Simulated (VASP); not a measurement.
A run of VASP 6.6.1 is set up as follows.

INCAR

```
PREC     = Accurate       # precision mode
ENCUT    = 520            # plane-wave cutoff, eV
EDIFF    = 1E-6           # SCF threshold, eV
ISMEAR   = 0              # smearing method
SIGMA    = 0.15           # smearing width, eV
LREAL    = False          # projectors in reciprocal space
LASPH    = True           # aspherical terms in the spheres
NELM     = 60             # most SCF steps
ALGO     = Normal         # electronic algorithm
ISIF     = 2              # what is computed and relaxed
LWAVE    = False          # write WAVECAR
LCHARG   = True           # write CHGCAR
GGA      = PS             # functional
LELF     = True           # ELF
LVHAR    = True         
NBANDS   = 9              # bands
```

The input KPOINTS:

```
regular mesh
0
Gamma
  20 20 20
```

The input POSCAR:

```
Se
1.0
   -1.7886210456      1.7886210456      1.6182761842
    1.7886210456     -1.7886210456      1.6182761842
    1.7886210456      1.7886210456     -1.6182761842
Se
1
Direct
    0.0000000000      0.0000000000      0.0000000000
```

Potentials or basis: VASP PAW PBE potentials, release 64 (Se).

Command:

```bash
$ cat potpaw_PBE.64/Se/POTCAR > POTCAR
$ mpirun -np 1 vasp_std > vasp.out
```

**Question.** Estimate the pressure.

**Answer.** -5.0 GPa.

**Question.** What does it give for the band gap on the k mesh?

**Answer.** Zero (bands 3 and 4 overlap by 6.16 eV).

Stress tensor (GPa, compression positive):
```
-6.90  0.00  0.00
 0.00 -6.90  0.00
 0.00  0.00 -1.08
```

Caveat: the cell differs from its parent crystal (strain +0.050 along x and y, -0.050 along z); the stress differs along the axes, from -7 to -1 GPa; the PAW data sets were made with another functional, which shifts forces and pressure a little.
